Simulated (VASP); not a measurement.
A run of VASP 6.6.1 is set up as follows.

Contents of INCAR:

```
ALGO     = Normal         # electronic algorithm
EDIFF    = 1E-8           # SCF threshold, eV
ENCUT    = 600            # plane-wave cutoff, eV
GGA      = PE             # functional
IBRION   = 6              # ionic algorithm
ISIF     = 3              # what is computed and relaxed
ISMEAR   = 0              # smearing method
LASPH    = T              # aspherical terms in the spheres
LCHARG   = F              # write CHGCAR
LREAL    = F              # projectors in reciprocal space
LWAVE    = F              # write WAVECAR
NBANDS   = 16             # bands
NELM     = 80             # most SCF steps
NFREE    = 2            
NSW      = 1              # ionic steps
POTIM    = 0.015          # step
PREC     = Accurate       # precision mode
SIGMA    = 0.1            # smearing width, eV
```

File KPOINTS:

```
k-points
0
Gamma
  18 18 18
```

POSCAR

```
TiN
1.0
    0.0000000000      2.1233653381      2.1233653381
    2.1233653381      0.0000000000      2.1233653381
    2.1233653381      2.1233653381      0.0000000000
Ti N
1 1
Direct
    0.0000000000      0.0000000000      0.0000000000
    0.5000000000      0.5000000000      0.5000000000
```

Potentials or basis: VASP PAW PBE potentials, release 64 (Ti_sv, N).

Launch:

```bash
$ cat potpaw_PBE.64/Ti_sv/POTCAR potpaw_PBE.64/N/POTCAR > POTCAR
$ mpirun -np 1 vasp_std > vasp.out
```

**Question.** What does it give for the elastic constants C11, C12, C44?

**Answer.** 584, 124, 160 GPa.

**Question.** Predict the Voigt bulk modulus.

**Answer.** 277 GPa.

**Question.** What does it give for the highest phonon frequency at Γ?

**Answer.** 507 cm⁻¹.

Phonon frequencies in cm⁻¹ (negative: imaginary):
| q point | frequencies |
| --- | --- |
| (0.000, 0.000, 0.000) | 0 0 0 507 507 507 |
